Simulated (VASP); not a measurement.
The system is SiC (Moissanite 3C).

```xyz
2
Lattice="0.0000 2.2077 2.2077 2.2077 0.0000 2.2077 2.2077 2.2077 0.0000" Properties=species:S:1:pos:R:3 pbc="T T T"
Si    0.0000    0.0000    0.0000
C     3.3115    3.3115    3.3115
```

Base run:

| Item | Value |
| --- | --- |
| Program | VASP 6.6.1 |
| Functional | RPBE |
| Dispersion | D4 |
| Potentials or basis | VASP PAW PBE potentials, release 64 (Si, C) |
| Cutoff | 600 eV |
| k mesh | 10 × 10 × 10 |
| Occupations | fermi-dirac, width 0.05 eV |
| Spin | no spin polarisation |

Its results: band gap on the k mesh 1.40 eV, indirect (least direct gap 4.50 eV); pressure -11.6 GPa.

Question: After a change of settings the same cell gave: band gap on the k mesh 1.40 eV, indirect (least direct gap 4.50 eV); pressure -2.5 GPa. Which change was it?
A. functional from RPBE to r2SCAN; dispersion from D4 to rVV10; cutoff from 600 eV to 660 eV
B. functional from RPBE to PBE; dispersion from D4 to none; cutoff from 600 eV to 520 eV
C. functional from RPBE to revPBE; dispersion from D4 to D3(BJ)
D. dispersion from D4 to none

Answer: D.

Dispersion adds attraction, which lowers the pressure at fixed volume and, as a term added to the energy, leaves the levels alone.

Caveats: the PAW data sets were made with another functional, which shifts forces and pressure a little.
